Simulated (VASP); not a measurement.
Input of a VASP 6.6.1 run:

File INCAR:

```
  ALGO = Normal
  EDIFF = 1E-8
  ENCUT = 520
  ISIF = 2
  ISMEAR = -1
  LASPH = T
  LCHARG = F
  LEFG = T
  LREAL = F
  LWAVE = F
  NBANDS = 28
  NELM = 60
  PREC = Accurate
  SIGMA = 0.05
```

KPOINTS

```
k-points
0
Gamma
  8 8 8
```

Contents of POSCAR:

```
BaTiO3
1.0
    3.9672270000      0.0000000000      0.0000000000
    0.0000000000      3.9672270000      0.0000000000
    0.0000000000      0.0000000000      4.0073000000
Ba Ti O
1 1 3
Direct
    0.5000000000      0.5000000000      0.5000000000
    0.0000000000      0.0000000000      0.0000000000
    0.5000000000      0.0000000000      0.0000000000
    0.0000000000      0.5000000000      0.0000000000
    0.0000000000      0.0000000000      0.5000000000
```

Potentials or basis: VASP PAW LDA potentials, release 64 (Ba_sv, Ti_sv, O).

Launch:

```bash
$ cat potpaw_LDA.64/Ba_sv/POTCAR potpaw_LDA.64/Ti_sv/POTCAR potpaw_LDA.64/O/POTCAR > POTCAR
$ mpirun -np 1 vasp_std > vasp.out
```

(1) Predict the band gap on the k mesh.

(2) Predict the pressure.

Answers

(1) 1.67 eV (least direct gap 1.80 eV).

(2) -4.1 GPa.

Caveat: the cell differs from its parent crystal (equal xx and yy strain of -1 %); the cell stands under tension; without QUAD_EFG the Cq values of the log hold for a quadrupole moment of 1 mb, not for the nuclei; spin-orbit coupling is left out, which moves the levels of the heavy elements.
